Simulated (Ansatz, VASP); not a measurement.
# B6Ir in VASP and in Ansatz

```xyz
7
Lattice="4.6860 0.0000 0.0000 -2.3430 4.0582 0.0000 0.0000 0.0000 3.2459" Properties=species:S:1:pos:R:3 pbc="T T T"
B    -0.8997    3.2249    1.6230
B     0.0000    1.6666    1.6230
B     0.8997    3.2249    1.6230
B     3.2427    0.8333    1.6230
B     2.3430    2.3916    1.6230
B     1.4433    0.8333    1.6230
Ir    0.0000    0.0000    0.0000
```

Alike in both runs: functional PBE; k mesh 6 × 6 × 6; occupations gaussian, width 0.1 eV; no spin polarisation.

Ansatz relaxed the structure, and its values are those at the end. VASP's run is a single point on that final structure, the one shown.

```csv
,VASP,Ansatz
version,VASP 6.6.1,Ansatz 0.2.0
potentials or method,"VASP PAW PBE potentials, release 64 (B, Ir), cutoff 520 eV","scalar-relativistic, plane waves, PAW"
valence electrons in the cell,27,35
```

```csv
,VASP,Ansatz,Ansatz less VASP
gap on the k mesh at the Fermi level (eV),none,none,-
pressure (GPa),0.6,0.2,-0.34
rms of the force components (eV/Å),0.030,0.006,-0.0234
```

A gap of «none» marks a metal or a gap that the smearing closes. VASP's potentials hold 27 valence electrons a cell and Ansatz's 35, so a difference there can come from the potentials and not from the codes.

Spin-orbit coupling is off throughout.
